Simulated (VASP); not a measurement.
**WS2: single point with LDA**

WS2, a slab with vacuum:

```
W S
1.0
     3.18312    0.00000    0.00000
    -1.59156    2.75666    0.00000
     0.00000    0.00000   35.18056
W S
4 8
Cartesian
  0.0000 1.8378 20.8380
  0.0000 1.8378 7.8593
  1.5916 0.9189 27.3212
  1.5916 0.9189 14.3425
  0.0000 1.8378 28.8885
  0.0000 1.8378 15.9024
  1.5916 0.9189 22.3967
  1.5916 0.9189 9.4193
  0.0000 1.8378 25.7613
  0.0000 1.8378 12.7839
  1.5916 0.9189 19.2781
  1.5916 0.9189 6.2921
```

```yaml
Program: VASP 6.6.1
Task: single point
Functional: LDA
Potentials_or_basis: VASP PAW LDA potentials, release 64 (W_sv, S)
Cutoff: 520 eV
k_mesh: 12 × 12 × 2
Occupations: gaussian, width 0.01 eV
Spin: no spin polarisation
Dipole_correction: no
Further_INCAR_settings: ALGO = Normal; EDIFF = 1e-07; NBANDS = 64
```

```
Largest force          : 0.494 eV/Å
Band gap on the k mesh : 1.28 eV (least direct gap 1.74 eV)
```

Forces on the atoms (eV/Å):
```
W    0.000  0.000 -0.020
W    0.000  0.000 -0.123
W    0.000  0.000  0.123
W    0.000  0.000  0.020
S    0.000  0.000 -0.494
S    0.000  0.000 -0.271
S    0.000  0.000 -0.251
S    0.000  0.000 -0.287
S    0.000  0.000  0.287
S    0.000  0.000  0.251
S    0.000  0.000  0.271
S    0.000  0.000  0.494
```

Levels at points of the mesh, in eV from the valence-band top:
```tsv
k point	band 49	band 50	band 51	band 52	band 53	band 54	band 55	band 56
(0.00, 0.00, 0.00)	-0.79	-0.49	-0.19	0.00	2.41	2.41	2.41	2.41
(0.50, 0.00, 0.00)	-1.41	-1.38	-1.35	-1.33	2.33	2.33	2.35	2.35
(0.00, 0.00, 0.50)	-0.79	-0.49	-0.19	0.00	2.41	2.41	2.41	2.41
(0.50, 0.00, 0.50)	-1.41	-1.38	-1.35	-1.33	2.33	2.33	2.35	2.35
```

It took 22 min on 1 thread of Oxide Virtual Turin-like Processor, on a shared host, peak memory 0.63 GiB.

Caveat: there is no dipole correction, which matters where the two faces differ; spin-orbit coupling is left out, which moves the levels of the heavy elements.
